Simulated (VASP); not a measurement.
# Al (I4/mmm) in VASP: notebook

Al is run at these levels: LDA; tasks: single point.

All numbers are computed with VASP 6.6.1; they aren't measurements. Logs are shortened: lines on timing, memory, paths and dates and some standing lists are left out, and cuts for length are marked.

### Step 1. The cell of the first run

Symmetry: I4/mmm, No. 139, tetragonal system. Conventional cell: a = 2.719 Å, b = 2.719 Å, c = 4.149 Å, α = 90.00°, β = 90.00°, γ = 90.00°. Within 3.6 Å of Al (site symmetry 4/mmm) lie 12 Al at 2.72 to 2.83 Å.

### Step 2. Single point, LDA (strain -0.050 along x and y, +0.025 along z)

INCAR

```
SYSTEM = Al
PREC = Accurate
ENCUT = 520
EDIFF = 1E-6
ISMEAR = 0
SIGMA = 0.15
LREAL = .False.
LASPH = .True.
NELM = 100
ALGO = Normal
ISIF = 2
LWAVE = .False.
LCHARG = .False.
GGA = CA
NBANDS = 8
```

KPOINTS

```
Automatic mesh
0
Gamma
  20 20 20
  0 0 0
```

POSCAR

```
Al
1.0
    0.0000000000      1.9227810000      2.0745795000
    1.9227810000      0.0000000000      2.0745795000
    1.9227810000      1.9227810000      0.0000000000
Al
1
Direct
    0.0000000000      0.0000000000      0.0000000000
```

Potentials or basis: VASP PAW LDA potentials, release 64 (Al).

Started as:

```bash
> cat potpaw_LDA.64/Al/POTCAR > POTCAR
> mpirun -np 1 vasp_std > vasp.out
```

OUTCAR:

```text
SYSTEM = Al
   PREC = Accurate
   ENCUT = 520
   EDIFF = 1E-6
   ISMEAR = 0
   LREAL = .False.
   LASPH = .True.
   NELM = 100
   ISIF = 2
   GGA = CA

 ion  position               nearest neighbor table
   1  0.000  0.000  0.000-

  LATTYP: Found a body centered tetragonal cell.
 ALAT       =     2.7192229677
 C/A-ratio  =     1.5258620015

  Lattice vectors:

 A1 = (  -1.9227810000,   0.0000000000,   2.0745795000)
 A2 = (   1.9227810000,   0.0000000000,   2.0745795000)
 A3 = (   0.0000000000,   1.9227810000,  -2.0745795000)

Analysis of symmetry for initial positions (statically):
=====================================================================
 Subroutine PRICEL returns:
 Original cell was already a primitive cell.

 Routine SETGRP: Setting up the symmetry group for a
 body centered tetragonal supercell.

 Subroutine GETGRP returns: Found 16 space group operations
 (whereof 16 operations were pure point group operations)
 out of a pool of 16 trial point group operations.

The static configuration has the point symmetry D_4h.

Analysis of symmetry for dynamics (positions and initial velocities):
=====================================================================
 Subroutine PRICEL returns:
 Original cell was already a primitive cell.

 Routine SETGRP: Setting up the symmetry group for a
 body centered tetragonal supercell.

 Subroutine GETGRP returns: Found 16 space group operations
 (whereof 16 operations were pure point group operations)
 out of a pool of 16 trial point group operations.

The dynamic configuration has the point symmetry D_4h.

 Subroutine INISYM returns: Found 16 space group operations
 (whereof 16 operations are pure point group operations),
 and found     1 'primitive' translations

----------------------------------------------------------------------------------------

                                     Primitive cell

  volume of cell :      15.3398

  direct lattice vectors                    reciprocal lattice vectors
     0.000000000  1.922781000  2.074579500    -0.260040015  0.260040015  0.241012697
     1.922781000  0.000000000  2.074579500     0.260040015 -0.260040015  0.241012697
     1.922781000  1.922781000  0.000000000     0.260040015  0.260040015 -0.241012697

  length of vectors
     2.828598041  2.828598041  2.719222968     0.439691641  0.439691641  0.439691641

  position of ions in fractional coordinates (direct lattice)
     0.000000000  0.000000000  0.000000000

  ion indices of the primitive-cell ions
   primitive index   ion index
                 1           1

----------------------------------------------------------------------------------------

 KPOINTS: Automatic mesh

Automatic generation of k-mesh.
 Grid dimensions read from file:
 generate k-points for:   20   20   20

 Generating k-lattice:

  Cartesian coordinates                     Fractional coordinates (reciprocal lattice)
    -0.013002001  0.013002001  0.012050635     0.050000000 -0.000000000  0.000000000
     0.013002001 -0.013002001  0.012050635    -0.000000000  0.050000000  0.000000000
     0.013002001  0.013002001 -0.012050635     0.000000000  0.000000000  0.050000000

  Length of vectors
     0.021984582  0.021984582  0.021984582

  Shift w.r.t. Gamma in fractional coordinates (k-lattice)
     0.000000000  0.000000000  0.000000000

 Subroutine IBZKPT returns following result:
 ===========================================

 Found    641 irreducible k-points:

 Following reciprocal coordinates:
            Coordinates               Weight
  0.000000  0.000000  0.000000      1.000000
  0.050000  0.000000  0.000000      8.000000
  0.100000  0.000000  0.000000      8.000000
  0.150000  0.000000  0.000000      8.000000
  0.200000  0.000000  0.000000      8.000000
  0.250000  0.000000  0.000000      8.000000
[... 16 lines left out ...]
 -0.400000  0.050000  0.000000      8.000000
 -0.350000  0.050000  0.000000      8.000000
 [... further k-points ...]
   k-points           NKPTS =    641   k-points in BZ     NKDIM =    641   number of bands    NBANDS=      8
   number of dos      NEDOS =    301   number of ions     NIONS =      1
   total plane-waves  NPLWV =  11520
   dimension x,y,z NGX =    24 NGY =   24 NGZ =   20
   dimension x,y,z NGXF=    48 NGYF=   48 NGZF=   40
   ions per type =               1
   NGX,Y,Z   is equivalent  to a cutoff of  14.11, 14.11, 12.23 a.u.
   NGXF,Y,Z  is equivalent  to a cutoff of  28.21, 28.21, 24.45 a.u.
 SYSTEM =  Al
   PREC   = accura    normal or accurate (medium, high low for compatibility)
   ISTART =      0    job   : 0-new  1-cont  2-samecut
   ICHARG =      2    charge: 1-file 2-atom 10-const
   ISPIN  =      1    spin polarized calculation?
   LNONCOLLINEAR =      F non collinear calculations
   LSORBIT =      F    spin-orbit coupling
   LASPH  =      T    aspherical Exc in radial PAW
   ENCUT  =  520.0 eV  38.22 Ry    6.18 a.u.   5.26  5.26  5.06*2*pi/ulx,y,z
   NELM   =    100;   NELMIN=  2; NELMDL= -5     # of ELM steps
   EDIFF  = 0.1E-05   stopping-criterion for ELM
   LREAL  =      F    real-space projection
   EDIFFG = 0.1E-04   stopping-criterion for IOM
   NSW    =      0    number of steps for IOM
   IBRION =     -1    ionic relax: 0-MD 1-quasi-New 2-CG
   NFREE  =      0    steps in history (QN), initial steepest desc. (CG)
   ISIF   =      2    stress and relaxation
   ISYM   =      2    0-nonsym 1-usesym 2-fastsym
   POTIM  = 0.5000    time-step for ionic-motion
   TEBEG  =    0.0;   TEEND  =   0.0 temperature during run
   PSTRESS=    0.0 pullay stress
   NELECT =       3.0000    total number of electrons
   NUPDOWN=      -1.0000    fix difference up-down
   EMIN   =  10.00;   EMAX   =-10.00  energy-range for DOS
   EFERMI =   0.00;   METHOD = LEGACY
   ISMEAR =     0;   SIGMA  =   0.15  broadening in eV -4-tet -1-fermi 0-gaus
   EFERMI_NEDOS =   21; number of points for ismear=-14 and -15
   IALGO  =     38    algorithm
   IMIX   =      4    mixing-type and parameters
     AMIX     =   0.40;   BMIX     =  1.00
     AMIX_MAG =   1.60;   BMIX_MAG =  1.00
  volume/ion in A,a.u.               =      15.34       103.52
  Fermi-wavevector in a.u.,A,eV,Ry     =   0.950259  1.795729 12.285955  0.902992
  Thomas-Fermi vector in A             =   2.078619
   LORBIT       =      0    0 simple, 1 ext, 2 COOP (PROOUT), +10 PAW based schemes
   GGA     = CA    functional components
   LHFCALC =     F    Hartree Fock is set to
   AEXX    =    0.0000 exact exchange contribution
   IVDW    =     0    specifies the selected vdW correction
   LEPSILON=     F    determine dielectric tensor
   LRPA    =     F    only Hartree local field effects (RPA)
 non-spin polarized calculation
 Gauss-broadening in eV      SIGMA  =   0.15
  energy-cutoff  :      520.00
  volume of cell :       15.34
 maximum number of plane-waves:       426
 NGX is ok and might be reduce to    24
   NGX = 11   NGY = 11   NGZ = 11

 number of electron       3.0000000 magnetization

 Free energy of the ion-electron system (eV)
  ---------------------------------------------------
  ext. energy  EPLUGINS =         0.00000000
  ---------------------------------------------------
  free energy    TOTEN  =        -4.17669148 eV

  energy without entropy =       -4.17222744  energy(sigma->0) =       -4.17445946

 E-fermi :   8.5408     XC(G=0): -10.6157

 val. band max:        8.5394349552   @ k =  -0.3000   0.1000   0.0500
 cond. band min:       8.5422282215   @ k =  -0.3000   0.4000   0.1500
 fundamental gap:      0.0027932663
 Fermi energy:         8.5407975405

 k-point     1 :       0.0000    0.0000    0.0000
  band No.  band energies     occupation
      1      -3.0421      2.00000
      2      21.0165      0.00000
      3      21.9162      0.00000
      4      21.9162      0.00000
      5      23.4038      0.00000
      6      23.4038      0.00000
      7      23.6001      0.00000
      8      25.8134      0.00000

 k-point     2 :       0.0500    0.0000    0.0000
  band No.  band energies     occupation
      1      -2.9708      2.00000
      2      20.1958      0.00000
      3      21.2082      0.00000
      4      21.6919      0.00000
      5      23.7440      0.00000
      6      23.7739      0.00000
      7      24.0374      0.00000
      8      26.1822      0.00000

 k-point     3 :       0.1000    0.0000    0.0000
  band No.  band energies     occupation
      1      -2.7570      2.00000
      2      18.2622      0.00000
      3      20.6258      0.00000
      4      21.2958      0.00000
      5      24.0549      0.00000
      6      24.3946      0.00000
      7      24.4834      0.00000
      8      25.5969      0.00000

 k-point     4 :       0.1500    0.0000    0.0000
  band No.  band energies     occupation
      1      -2.4014      2.00000
      2      16.1865      0.00000
      3      20.1175      0.00000
      4      20.9392      0.00000
      5      23.8661      0.00000
      6      24.0334      0.00000
      7      25.3841      0.00000
      8      26.0923      0.00000

 k-point     5 :       0.2000    0.0000    0.0000
  band No.  band energies     occupation
      1      -1.9053      2.00000
      2      14.1434      0.00000
      3      19.6889      0.00000
      4      20.6739      0.00000
      5      23.0329      0.00000
      6      23.8319      0.00000
      7      26.0083      0.00000
      8      26.9793      0.00000

 k-point     6 :       0.2500    0.0000    0.0000
  band No.  band energies     occupation
      1      -1.2703      2.00000
      2      12.1767      0.00000
      3      19.3563      0.00000
      4      20.5146      0.00000
      5      22.1648      0.00000
      6      23.7257      0.00000
      7      25.2291      0.00000
      8      27.8800      0.00000

 k-point     7 :       0.3000    0.0000    0.0000
  band No.  band energies     occupation
      1      -0.4983      2.00000
      2      10.3048      0.00000
      3      19.1280      0.00000
      4      20.4665      0.00000
      5      21.3784      0.00000
      6      23.7072      0.00000
      7      24.2778      0.00000
      8      27.7689      0.00000

 k-point     8 :       0.3500    0.0000    0.0000
  band No.  band energies     occupation
      1       0.4082      2.00000
      2       8.5381      1.01995
      3      19.0085      0.00000
      4      20.5315      0.00000
      5      20.6953      0.00000
      6      23.4089      0.00000
      7      23.7969      0.00000
      8      26.8872      0.00000

 k-point     9 :       0.4000    0.0000    0.0000
  band No.  band energies     occupation
      1       1.4462      2.00000
      2       6.8839      2.00000
      3      19.0008      0.00000
      4      20.1241      0.00000
      5      20.7094      0.00000
      6      22.6495      0.00000
      7      24.0062      0.00000
      8      26.0890      0.00000

 k-point    10 :       0.4500    0.0000    0.0000
  band No.  band energies     occupation
      1       2.6098      2.00000
      2       5.3498      2.00000
      3      19.1071      0.00000
      4      19.6685      0.00000
      5      20.9929      0.00000
      6      22.0151      0.00000
      7      24.3388      0.00000
      8      25.3947      0.00000
[... 78 lines left out ...]
 k-point    18 :       0.3500    0.0500    0.0000
  band No.  band energies     occupation
      1       0.0894      2.00000
      2       9.2793      0.00000
      3      19.1295      0.00000
      4      19.5347      0.00000
      5      20.0783      0.00000
      6      23.8399      0.00000
      7      24.7849      0.00000
      8      28.0937      0.00000

 k-point    19 :       0.4000    0.0500    0.0000
  band No.  band energies     occupation
      1       1.0750      2.00000
      2       7.5822      2.00000
      3      18.5142      0.00000
      4      19.6690      0.00000
      5      20.1191      0.00000
      6      23.9120      0.00000
      7      23.9872      0.00000
      8      27.2637      0.00000

 k-point    20 :       0.4500    0.0500    0.0000
  band No.  band energies     occupation
      1       2.1893      2.00000
      2       6.0008      2.00000
      3      18.0188      0.00000
      4      19.9206      0.00000
      5      20.2658      0.00000
      6      23.2969      0.00000
      7      24.1126      0.00000
      8      26.5158      0.00000

 k-point    21 :       0.5000    0.0500    0.0000
  band No.  band energies     occupation
      1       3.4139      2.00000
      2       4.5551      2.00000
      3      17.6447      0.00000
      4      20.2893      0.00000
      5      20.5193      0.00000
      6      22.7205      0.00000
      7      24.4451      0.00000
      8      25.8726      0.00000

 k-point    22 :      -0.4500    0.0500    0.0000
  band No.  band energies     occupation
      1       3.1603      2.00000
      2       4.8342      2.00000
      3      17.3927      0.00000
      4      20.7737      0.00000
      5      20.8800      0.00000
      6      22.2620      0.00000
      7      24.9072      0.00000
      8      25.3443      0.00000

 k-point    23 :      -0.4000    0.0500    0.0000
  band No.  band energies     occupation
      1       1.9531      2.00000
      2       6.3139      2.00000
      3      17.2624      0.00000
      4      21.3475      0.00000
      5      21.3591      0.00000
      6      21.9368      0.00000
      7      24.9323      0.00000
      8      25.4952      0.00000

 k-point    24 :      -0.3500    0.0500    0.0000
  band No.  band energies     occupation
      1       0.8647      2.00000
      2       7.9209      2.00000
      3      17.2530      0.00000
      4      21.6290      0.00000
      5      21.9204      0.00000
      6      22.1604      0.00000
      7      24.6422      0.00000
      8      26.1909      0.00000

 [... further k-points ...]
[... 5 lines left out ...]
  --------------------------------------------------------------------------------------
  -------------------------------------------------------------------------------------
  Total        0.5094039      0.5094039     -0.0832046      0.0000000      0.0000000      0.0000000
  in kB       53.2050880     53.2050880     -8.6903637      0.0000000      0.0000000      0.0000000
  external PRESSURE =      32.5732708 kB  Pullay stress =       0.0000000 kB

 VOLUME and BASIS-vectors are now :
 -----------------------------------------------------------------------------
  energy-cutoff  :      520.00
  volume of cell :       15.34
      direct lattice vectors                 reciprocal lattice vectors
     0.000000000  1.922781000  2.074579500    -0.260040015  0.260040015  0.241012697
     1.922781000  0.000000000  2.074579500     0.260040015 -0.260040015  0.241012697
     1.922781000  1.922781000  0.000000000     0.260040015  0.260040015 -0.241012697

 POSITION                                       TOTAL-FORCE (eV/Angst)
 -----------------------------------------------------------------------------------
      0.00000      0.00000      0.00000         0.000000     -0.000000      0.000000
 -----------------------------------------------------------------------------------
    total drift:                                0.000000      0.000000     -0.000000

  FREE ENERGIE OF THE ION-ELECTRON SYSTEM (eV)
  ---------------------------------------------------
  free  energy   TOTEN  =        -4.1766914804 eV

  energy  without entropy=       -4.1722274363  energy(sigma->0) =       -4.17445946
```

It took 24 s on 1 thread of Intel Xeon Platinum 8488C (Sapphire Rapids), shared host; peak memory 0.17 GiB.

Results:

```yaml
Free_energy: -4.1767 eV
Pressure: 3.3 GPa
```

Caveat: the cell differs from its parent crystal (strain -0.050 along x and y, +0.025 along z).

[end of part 1 of 2]
